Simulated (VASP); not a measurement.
# SiPb (wurtzite type) (P6_3mc) in VASP: notebook

Runs on SiPb (wurtzite type). Level: PBE. Tasks: relaxation of cell and atoms, single point.

Program: VASP 6.6.1. These are calculated values, not measurements. Logs are shortened: lines on timing, memory, paths and dates and some standing lists are left out, and cuts for length are marked.

## 1. The cell of the first run

It takes space group P6_3mc (No. 186, hexagonal). Conventional cell: a = 4.556 Å, b = 4.556 Å, c = 7.426 Å, α = 90.00°, β = 90.00°, γ = 120.00°. Pb (site symmetry 3m) has 4 Si at 2.79 Å within 3.7 Å. Within 3.7 Å of Si (site symmetry 3m) lie 4 Pb at 2.79 Å.

## 2. Relaxation of cell and atoms, PBE

The input, INCAR:

```
SYSTEM = SiPb
PREC = Accurate
ENCUT = 600
EDIFF = 1E-6
ISMEAR = -1
SIGMA = 0.03
LREAL = .FALSE.
LASPH = .TRUE.
NELM = 100
ALGO = Normal
ISIF = 3
LWAVE = .FALSE.
LCHARG = .FALSE.
GGA = PE
IBRION = 2
NSW = 100
EDIFFG = -0.005
```

The input, KPOINTS:

```
Automatic mesh
0
G
  10 10 6
  0 0 0
```

The input, POSCAR:

```
SiPb
1.0
    4.5558582445      0.0000000000      0.0000000000
   -2.2779291223      3.9454889758      0.0000000000
    0.0000000000      0.0000000000      7.4260489385
Pb Si
2 2
Direct
    0.3333333333      0.6666666667      0.0000000000
    0.6666666667      0.3333333333      0.5000000000
    0.3333333333      0.6666666667      0.3760000000
    0.6666666667      0.3333333333      0.8760000000
```

Potentials or basis: VASP PAW PBE potentials, release 64 (Pb_d, Si).

Command:

```
$ cat potpaw_PBE.64/Pb_d/POTCAR potpaw_PBE.64/Si/POTCAR > POTCAR
$ mpirun -np 1 vasp_std > vasp.out
```

OUTCAR:

```text
SYSTEM = SiPb
   PREC = Accurate
   ENCUT = 600
   EDIFF = 1E-6
   ISMEAR = -1
   LREAL = .FALSE.
   LASPH = .TRUE.
   NELM = 100
   ISIF = 3
   GGA = PE
   IBRION = 2
   NSW = 100
   EDIFFG = -0.005

 ion  position               nearest neighbor table
   1  0.333  0.667  0.000-   4 2.79   4 2.79   4 2.79   3 2.79
   2  0.667  0.333  0.500-   3 2.79   3 2.79   3 2.79   4 2.79
   3  0.333  0.667  0.376-   2 2.79   2 2.79   2 2.79   1 2.79
   4  0.667  0.333  0.876-   1 2.79   1 2.79   1 2.79   2 2.79

  LATTYP: Found a hexagonal cell.
 ALAT       =     4.5558582445
 C/A-ratio  =     1.6300000000

  Lattice vectors:

 A1 = (   4.5558582445,   0.0000000000,   0.0000000000)
 A2 = (  -2.2779291223,   3.9454889758,   0.0000000000)
 A3 = (   0.0000000000,   0.0000000000,   7.4260489385)

Analysis of symmetry for initial positions (statically):
=====================================================================
 Subroutine PRICEL returns:
 Original cell was already a primitive cell.

 Routine SETGRP: Setting up the symmetry group for a
 hexagonal supercell.

 Subroutine GETGRP returns: Found 12 space group operations
 (whereof  6 operations were pure point group operations)
 out of a pool of 24 trial point group operations.

The static configuration has the point symmetry C_3v.
 The point group associated with its full space group is C_6v.

Analysis of symmetry for dynamics (positions and initial velocities):
=====================================================================
 Subroutine PRICEL returns:
 Original cell was already a primitive cell.

 Routine SETGRP: Setting up the symmetry group for a
 hexagonal supercell.

 Subroutine GETGRP returns: Found 12 space group operations
 (whereof  6 operations were pure point group operations)
 out of a pool of 24 trial point group operations.

The dynamic configuration has the point symmetry C_3v.
 The point group associated with its full space group is C_6v.

 Subroutine INISYM returns: Found 12 space group operations
 (whereof  6 operations are pure point group operations),
 and found     1 'primitive' translations

----------------------------------------------------------------------------------------

                                     Primitive cell

  volume of cell :     133.4839

  direct lattice vectors                    reciprocal lattice vectors
     4.555858245  0.000000000  0.000000000     0.219497611  0.126727005  0.000000000
    -2.277929122  3.945488976  0.000000000     0.000000000  0.253454009  0.000000000
     0.000000000  0.000000000  7.426048939     0.000000000  0.000000000  0.134661111

  length of vectors
     4.555858245  4.555858245  7.426048939     0.253454009  0.253454009  0.134661111

  position of ions in fractional coordinates (direct lattice)
     0.333333333  0.666666667  0.000000000
     0.666666667  0.333333333  0.500000000
     0.333333333  0.666666667  0.376000000
     0.666666667  0.333333333  0.876000000

  ion indices of the primitive-cell ions
   primitive index   ion index
                 1           1
                 2           2
                 3           3
                 4           4

----------------------------------------------------------------------------------------

 KPOINTS: Automatic mesh

Automatic generation of k-mesh.
 Grid dimensions read from file:
 generate k-points for:   10   10    6

 Generating k-lattice:

  Cartesian coordinates                     Fractional coordinates (reciprocal lattice)
     0.021949761  0.012672700  0.000000000     0.100000000 -0.000000000  0.000000000
     0.000000000  0.025345401  0.000000000     0.000000000  0.100000000  0.000000000
     0.000000000  0.000000000  0.022443518     0.000000000  0.000000000  0.166666667

  Length of vectors
     0.025345401  0.025345401  0.022443518

  Shift w.r.t. Gamma in fractional coordinates (k-lattice)
     0.000000000  0.000000000  0.000000000

 Subroutine IBZKPT returns following result:
 ===========================================

 Found     56 irreducible k-points:

 Following reciprocal coordinates:
            Coordinates               Weight
  0.000000  0.000000  0.000000      1.000000
  0.100000  0.000000  0.000000      6.000000
  0.200000  0.000000  0.000000      6.000000
  0.300000  0.000000  0.000000      6.000000
  0.400000  0.000000  0.000000      6.000000
  0.500000  0.000000  0.000000      3.000000
[... 16 lines left out ...]
  0.300000  0.100000  0.166667     24.000000
  0.400000  0.100000  0.166667     24.000000
 [... further k-points ...]
   k-points           NKPTS =     56   k-points in BZ     NKDIM =     56   number of bands    NBANDS=     22
   number of dos      NEDOS =    301   number of ions     NIONS =      4
   total plane-waves  NPLWV =  77760
   dimension x,y,z NGX =    36 NGY =   36 NGZ =   60
   dimension x,y,z NGXF=    72 NGYF=   72 NGZF=  120
   ions per type =               2   2
   NGX,Y,Z   is equivalent  to a cutoff of  13.14, 13.14, 13.43 a.u.
   NGXF,Y,Z  is equivalent  to a cutoff of  26.27, 26.27, 26.86 a.u.
 SYSTEM =  SiPb
   PREC   = accura    normal or accurate (medium, high low for compatibility)
   ISTART =      0    job   : 0-new  1-cont  2-samecut
   ICHARG =      2    charge: 1-file 2-atom 10-const
   ISPIN  =      1    spin polarized calculation?
   LNONCOLLINEAR =      F non collinear calculations
   LSORBIT =      F    spin-orbit coupling
   LASPH  =      T    aspherical Exc in radial PAW
   ENCUT  =  600.0 eV  44.10 Ry    6.64 a.u.   9.10  9.10 14.83*2*pi/ulx,y,z
   NELM   =    100;   NELMIN=  2; NELMDL= -5     # of ELM steps
   EDIFF  = 0.1E-05   stopping-criterion for ELM
   LREAL  =      F    real-space projection
   EDIFFG = -.5E-02   stopping-criterion for IOM
   NSW    =    100    number of steps for IOM
   IBRION =      2    ionic relax: 0-MD 1-quasi-New 2-CG
   NFREE  =      1    steps in history (QN), initial steepest desc. (CG)
   ISIF   =      3    stress and relaxation
   ISYM   =      2    0-nonsym 1-usesym 2-fastsym
   POTIM  = 0.5000    time-step for ionic-motion
   TEBEG  =    0.0;   TEEND  =   0.0 temperature during run
   PSTRESS=    0.0 pullay stress
   NELECT =      36.0000    total number of electrons
   NUPDOWN=      -1.0000    fix difference up-down
   EMIN   =  10.00;   EMAX   =-10.00  energy-range for DOS
   EFERMI =   0.00;   METHOD = LEGACY
   ISMEAR =    -1;   SIGMA  =   0.03  broadening in eV -4-tet -1-fermi 0-gaus
   EFERMI_NEDOS =   21; number of points for ismear=-14 and -15
   IALGO  =     38    algorithm
   IMIX   =      4    mixing-type and parameters
     AMIX     =   0.40;   BMIX     =  1.00
     AMIX_MAG =   1.60;   BMIX_MAG =  1.00
  volume/ion in A,a.u.               =      33.37       225.20
  Fermi-wavevector in a.u.,A,eV,Ry     =   1.057709  1.998779 15.221485  1.118748
  Thomas-Fermi vector in A             =   2.192991
   LORBIT       =      0    0 simple, 1 ext, 2 COOP (PROOUT), +10 PAW based schemes
   GGA     = PE    functional components
   LHFCALC =     F    Hartree Fock is set to
   AEXX    =    0.0000 exact exchange contribution
   IVDW    =     0    specifies the selected vdW correction
   LEPSILON=     F    determine dielectric tensor
   LRPA    =     F    only Hartree local field effects (RPA)
 conjugate gradient relaxation of ions
 non-spin polarized calculation
  energy-cutoff  :      600.00
  volume of cell :      133.48
 maximum number of plane-waves:      4494
   NGX = 19   NGY = 19   NGZ = 29

--------------------------------------- Ionic step        1  -------------------------------------------

 number of electron      36.0000002 magnetization

 Free energy of the ion-electron system (eV)
  ---------------------------------------------------
  ext. energy  EPLUGINS =         0.00000000
  ---------------------------------------------------
  free energy    TOTEN  =       -16.00114334 eV

  energy without entropy =      -16.00005922  energy(sigma->0) =      -16.00060128

------------------------ aborting loop because EDIFF is reached ----------------------------------------

  FORCE on cell =-STRESS in cart. coord.  units (eV):
  Direction    XX          YY          ZZ          XY          YZ          ZX
  --------------------------------------------------------------------------------------
  -------------------------------------------------------------------------------------
  Total       -2.3594381     -2.3594381     -1.8942627      0.0000000      0.0000000      0.0000000
  in kB      -28.3198094    -28.3198094    -22.7364134      0.0000000      0.0000000      0.0000000
  external PRESSURE =     -26.4586774 kB  Pullay stress =       0.0000000 kB

 VOLUME and BASIS-vectors are now :
 -----------------------------------------------------------------------------
  energy-cutoff  :      600.00
  volume of cell :      133.48
      direct lattice vectors                 reciprocal lattice vectors
     4.555858245  0.000000000  0.000000000     0.219497611  0.126727005  0.000000000
    -2.277929122  3.945488976  0.000000000     0.000000000  0.253454009  0.000000000
     0.000000000  0.000000000  7.426048939     0.000000000  0.000000000  0.134661111
[... 191 lines left out ...]
 POSITION                                       TOTAL-FORCE (eV/Angst)
 -----------------------------------------------------------------------------------
     -0.00000      2.55727      0.00198        -0.000000     -0.000000      0.000255
      2.21466      1.27864      3.63324        -0.000000     -0.000000      0.000255
     -0.00000      2.55727      2.72872         0.000000      0.000000     -0.000255
      2.21466      1.27864      6.35998         0.000000      0.000000     -0.000255
 -----------------------------------------------------------------------------------
    total drift:                               -0.000000      0.000000     -0.001842

  FREE ENERGIE OF THE ION-ELECTRON SYSTEM (eV)
  ---------------------------------------------------
  free  energy   TOTEN  =       -16.0898695338 eV

  energy  without entropy=      -16.0889764035  energy(sigma->0) =      -16.08942297

--------------------------------------- Ionic step        7  -------------------------------------------

 number of electron      35.9999995 magnetization

 Free energy of the ion-electron system (eV)
  ---------------------------------------------------
  ext. energy  EPLUGINS =         0.00000000
  ---------------------------------------------------
  free energy    TOTEN  =       -16.08998955 eV

  energy without entropy =      -16.08908040  energy(sigma->0) =      -16.08953498

 E-fermi :   4.8366     XC(G=0):  -8.7372

 val. band max:        4.8336461436   @ k =   0.0000   0.0000   0.0000
 cond. band min:       4.8438099252   @ k =   0.0000   0.0000   0.1667
 fundamental gap:      0.0101637816
 Fermi energy:         4.8366424813

 k-point     1 :       0.0000    0.0000    0.0000
  band No.  band energies     occupation
      1     -12.1287      2.00000
      2     -12.1154      2.00000
      3     -12.1135      2.00000
      4     -12.1135      2.00000
      5     -12.1032      2.00000
      6     -12.1032      2.00000
[... 14 lines left out ...]
     21       6.9763      0.00000
     22       6.9763      0.00000
[... 552 lines left out ...]
  band No.  band energies     occupation
      1     -12.1499      2.00000
      2     -12.1341      2.00000
      3     -12.0956      2.00000
      4     -12.0910      2.00000
      5     -12.0771      2.00000
      6     -12.0739      2.00000
[... 14 lines left out ...]
     21       7.7520      0.00000
     22       8.0583      0.00000

 [... further k-points ...]
[... 5 lines left out ...]
  --------------------------------------------------------------------------------------
  -------------------------------------------------------------------------------------
  Total       -0.0149275     -0.0149275      0.0040109      0.0000000     -0.0000000      0.0000000
  in kB       -0.1934189     -0.1934189      0.0519701      0.0000000     -0.0000000      0.0000000
  external PRESSURE =      -0.1116226 kB  Pullay stress =       0.0000000 kB

 VOLUME and BASIS-vectors are now :
 -----------------------------------------------------------------------------
  energy-cutoff  :      600.00
  volume of cell :      123.65
      direct lattice vectors                 reciprocal lattice vectors
     4.429914506  0.000000000  0.000000000     0.225737991  0.130329890  0.000000000
    -2.214957253  3.836418499  0.000000000    -0.000000000  0.260659779  0.000000000
     0.000000000 -0.000000000  7.275755115    -0.000000000 -0.000000000  0.137442779

 POSITION                                       TOTAL-FORCE (eV/Angst)
 -----------------------------------------------------------------------------------
     -0.00000      2.55761      0.00281         0.000000     -0.000000      0.000995
      2.21496      1.27881      3.64069        -0.000000     -0.000000      0.000995
     -0.00000      2.55761      2.73287        -0.000000      0.000000     -0.000995
      2.21496      1.27881      6.37075         0.000000      0.000000     -0.000995
 -----------------------------------------------------------------------------------
    total drift:                               -0.000000      0.000000     -0.000977

  FREE ENERGIE OF THE ION-ELECTRON SYSTEM (eV)
  ---------------------------------------------------
  free  energy   TOTEN  =       -16.0899895486 eV

  energy  without entropy=      -16.0890804016  energy(sigma->0) =      -16.08953498

 reached required accuracy - stopping structural energy minimisation
```

Wall time 6.2 min (1 thread of AMD EPYC 9R45 (Zen 5), shared host); peak memory 0.36 GiB.

Results:

```yaml
Free_energy: -16.0900 eV
Relaxed_volume: 30.91 Å³/atom
Relaxed_cell: a = 4.430 Å, b = 4.430 Å, c = 7.276 Å, α = 90.00°, β = 90.00°, γ = 120.00°
Space_group_after_relaxing_to_0.05_Å: P6_3mc (No. 186)
Energy_gained_by_relaxing: 22.2 meV/atom
Ionic_steps: 7
Pressure_after_relaxing: 0.0 GPa
Band_gap_on_the_k_mesh: zero (band 18 reaches 4.84 eV, above the bottom of band 19 at 4.58 eV)
```

The path:
```tsv
step	energy change (eV)	largest force (eV/Å)	pressure (GPa)	volume (Å³)
1	0.0000	0.0243	-2.65	133.48
2	-0.0882	0.0446	0.18	123.12
3	-0.0885	0.0399	-0.01	123.63
4	-0.0885	0.0419	0.05	123.44
5	-0.0887	0.0147	0.07	123.41
6	-0.0887	0.0003	0.07	123.39
7	-0.0888	0.0010	-0.01	123.65
```

Final structure:
```yaml
crystal:
  lattice:
    - [4.42991, 0.00000, 0.00000]
    - [-2.21496, 3.83642, 0.00000]
    - [0.00000, 0.00000, 7.27576]
  atoms:
    - { symbol: Pb, position: [0.33333, 0.66667, 0.00039] }
    - { symbol: Pb, position: [0.66667, 0.33333, 0.50039] }
    - { symbol: Si, position: [0.33333, 0.66667, 0.37561] }
    - { symbol: Si, position: [0.66667, 0.33333, 0.87561] }
```

Levels at points of the mesh, in eV from the Fermi level:
| k point | band 14 | band 15 | band 16 | band 17 | band 18 | band 19 | band 20 | band 21 | band 22 |
| --- | --- | --- | --- | --- | --- | --- | --- | --- | --- |
| (0.00, 0.00, 0.00) | -1.50 | -1.15 | -1.15 | -0.55 | 0.00 | 0.14 | 0.14 | 2.14 | 2.14 |
| (0.50, 0.00, 0.00) | -6.13 | -3.62 | -2.45 | -2.11 | -1.13 | 0.57 | 0.98 | 3.14 | 3.40 |
| (0.00, 0.00, 0.50) | -4.47 | -0.63 | -0.63 | -0.63 | -0.63 | 0.08 | 0.08 | 3.02 | 3.02 |
| (0.50, 0.00, 0.50) | -6.95 | -2.04 | -2.04 | -1.90 | -1.90 | 0.35 | 0.35 | 2.07 | 2.07 |

Caveat: spin-orbit coupling is left out, which moves the levels of the heavy elements.

(Part 1 of 2 ends here.)
